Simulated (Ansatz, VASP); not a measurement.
## One calculation of MnSb, two programs

The input INCAR:

```
PREC     = Accurate       # precision mode
ENCUT    = 520            # plane-wave cutoff, eV
EDIFF    = 1E-6           # SCF threshold, eV
ISMEAR   = -1             # smearing method
SIGMA    = 0.03           # smearing width, eV
LREAL    = False          # projectors in reciprocal space
LASPH    = True           # aspherical terms in the spheres
NELM     = 150            # most SCF steps
ALGO     = Normal         # electronic algorithm
ISIF     = 2              # what is computed and relaxed
LWAVE    = False          # write WAVECAR
LCHARG   = False          # write CHGCAR
ISPIN    = 2              # spin polarisation
MAGMOM   = 4 0            # initial moments
LORBIT   = 11             # projections on sites
LMAXMIX  = 4              # l up to which the mixer works
GGA      = PE             # functional
NBANDS   = 20             # bands
```

The input KPOINTS:

```
Automatic mesh
0
Gamma
  10 10 10
```

The input POSCAR:

```
MnSb
1.0
    0.0000000000      3.1307517960      3.1307517960
    3.1307517960      0.0000000000      3.1307517960
    3.1307517960      3.1307517960      0.0000000000
Mn Sb
1 1
Direct
    0.0000000000      0.0000000000      0.0000000000
    0.2500000000      0.2500000000      0.2500000000
```

Input for Ansatz:

```yaml
crystal:
  lattice:
    - [0.0, 3.130751796, 3.130751796]
    - [3.130751796, 0.0, 3.130751796]
    - [3.130751796, 3.130751796, 0.0]
  atoms:
    - { symbol: Mn, position: [0.0, 0.0, 0.0], spin: 4.0 }
    - { symbol: Sb, position: [0.25, 0.25, 0.25] }
magnetization:
  spin_polarized: true
kpoints:
  mp_grid: { grid: [10, 10, 10] }
scf:
  occupations: { method: fermi_dirac, width: 0.03 }
hamiltonian:
  xc: pbe
  pseudopotentials: { kind: all_electron, lapw: { basis_error: 0.0005 } }
output:
  forces: true
  stress: true
  eigenvalues: true
```

Change from the starting cell: volume scaled by 1.04.

Alike in both runs: task single point; functional PBE; k mesh 10 × 10 × 10; occupations fermi-dirac, width 0.03 eV; collinear spin.

```csv
,VASP,Ansatz
version,VASP 6.6.1,Ansatz 0.2.0
potentials or method,"VASP PAW PBE potentials, release 64 (Mn_pv, Sb), cutoff 520 eV","all-electron LAPW, scalar-relativistic"
```

Ansatz gave:

| Item | Value |
| --- | --- |
| pressure (GPa) | -1.6 |
| net moment per atom (μB) | 2.00 |
| size of the moment on the site where the two differ most (μB) | 4.02 |

**Question.** Estimate VASP's values.

**Answer.** Pressure (GPa): -1.7; net moment per atom (μB): 2.00; size of the moment on the site where the two differ most (μB): 3.92.

Site moments also hang on the region over which each program counts them. Ansatz ran all-electron here, and VASP with PAW potentials.

Neither program's run includes spin-orbit coupling.
